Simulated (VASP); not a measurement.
Al2O3, 10 atoms in the cell. It takes space group Pnnm (No. 58, orthorhombic). The conventional cell has a = 4.593 Å, b = 9.573 Å, c = 2.975 Å, α = 90.00°, β = 90.00°, γ = 90.00°. Al (site symmetry m) has 4 O at 1.67 to 1.79 Å within 2.2 Å. O (site symmetry m) has 3 Al at 1.78 to 1.79 Å within 2.4 Å. Within 2.2 Å of O (site symmetry 2/m) lie 2 Al at 1.67 Å. 

| Property | Result |
| --- | --- |
| Program | VASP 6.6.1 |
| Task | single point |
| Functional | LDA |
| Potentials or basis | VASP PAW LDA potentials, release 64 (Al, O) |
| Cutoff | 520 eV |
| k mesh | 6 × 4 × 8 |
| Occupations | gaussian, width 0.05 eV |
| Spin | no spin polarisation |
| Dipole correction | no |
| Further INCAR settings | ALGO = Normal; EDIFF = 1e-06; NBANDS = 35 |

Potentials or basis: VASP PAW LDA potentials, release 64 (Al, O).

The run is started by

```bash
$ cat potpaw_LDA.64/Al/POTCAR potpaw_LDA.64/O/POTCAR > POTCAR
$ mpirun -np 1 vasp_std > vasp.out
```

Hardware: 1 thread of Intel Xeon 8259CL (shared host).

How long does it take, and how much memory?

Wall time 6.3 min on 1 thread of Intel Xeon 8259CL, with other jobs on the host, peak memory 0.32 GiB. Counts: scf iterations 15, k points 60.
